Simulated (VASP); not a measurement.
A run of VASP 6.6.1 is set up as follows.

Contents of INCAR:

```
SYSTEM = Mo
  PREC = Accurate
  ENCUT = 520
  EDIFF = 1E-7
  ISMEAR = -1
  SIGMA = 0.05
  LREAL = .False.
  LASPH = .True.
  NELM = 150
  ALGO = Normal
  ISIF = 2
  LWAVE = .False.
  LCHARG = .False.
  LNONCOLLINEAR = .True.
  MAGMOM = 0 0 0
  LORBIT = 11
  LSORBIT = .True.
  GGA_COMPAT = .False.
  LORBMOM = .True.
  LMAXMIX = 4
  GGA = PS
  NBANDS = 25
```

Contents of KPOINTS:

```
regular mesh
0
Gamma
  12 12 12
  0 0 0
```

The input POSCAR:

```
Mo
1.0
   -1.5942980787      1.5942980787      1.5942980787
    1.5942980787     -1.5942980787      1.5942980787
    1.5942980787      1.5942980787     -1.5942980787
Mo
1
Direct
    0.0000000000      0.0000000000      0.0000000000
```

Potentials or basis: VASP PAW PBE potentials, release 64 (Mo_sv).

The run is started by

```bash
$ cat potpaw_PBE.64/Mo_sv/POTCAR > POTCAR
$ mpirun -np 1 vasp_ncl > vasp.out
```

Problem. What does it give for the pressure?

Solution. -13.7 GPa.

Problem. Estimate the net moment.

Solution. 0.00 μB per cell.

Moments on the atoms (μB; x, y, z):
```
Mo  0.00 0.00 0.00
```

Caveat: the cell stands under tension; the PAW data sets were made with another functional, which shifts forces and pressure a little.
